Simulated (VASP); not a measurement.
A run of VASP 6.6.1 is set up as follows.

File INCAR:

```
SYSTEM = AlPt
PREC = Accurate
ENCUT = 520
EDIFF = 1E-6
ISMEAR = 0
SIGMA = 0.1
LREAL = .False.
LASPH = .True.
NELM = 100
ALGO = Normal
ISIF = 2
LWAVE = .False.
LCHARG = .False.
GGA = PS
NBANDS = 36
```

The input KPOINTS:

```
Automatic mesh
0
Gamma
  6 6 6
  0 0 0
```

POSCAR

```
AlPt
1.0
    4.9431358364      0.0000000000      0.0000000000
    0.0000000000      4.9431358364      0.0000000000
    0.0000000000      0.0000000000      4.9431358364
Al Pt
4 4
Direct
    0.8440320000      0.8440320000      0.8440320000
    0.6559680000      0.1559680000      0.3440320000
    0.3440320000      0.6559680000      0.1559680000
    0.1559680000      0.3440320000      0.6559680000
    0.1550630000      0.1550630000      0.1550630000
    0.3449370000      0.8449370000      0.6550630000
    0.6550630000      0.3449370000      0.8449370000
    0.8449370000      0.6550630000      0.3449370000
```

Potentials or basis: VASP PAW PBE potentials, release 64 (Al, Pt).

Launch:

```sh
$ cat potpaw_PBE.64/Al/POTCAR potpaw_PBE.64/Pt/POTCAR > POTCAR
$ mpirun -np 1 vasp_std > vasp.out
```

Question: What does it give for the pressure?

Answer: -8.4 GPa.

Question: What does it give for the band gap on the k mesh?

Answer: Zero (band 26 reaches 10.16 eV, above the bottom of band 27 at 8.99 eV).

Forces on the atoms (eV/Å):
```
Al  -0.019 -0.019 -0.019
Al   0.019  0.019 -0.019
Al  -0.019  0.019  0.019
Al   0.019 -0.019  0.019
Pt  -0.024 -0.024 -0.024
Pt   0.024  0.024 -0.024
Pt  -0.024  0.024  0.024
Pt   0.024 -0.024  0.024
```

Caveat: the PAW data sets were made with another functional, which shifts forces and pressure a little; spin-orbit coupling is left out, which moves the levels of the heavy elements.
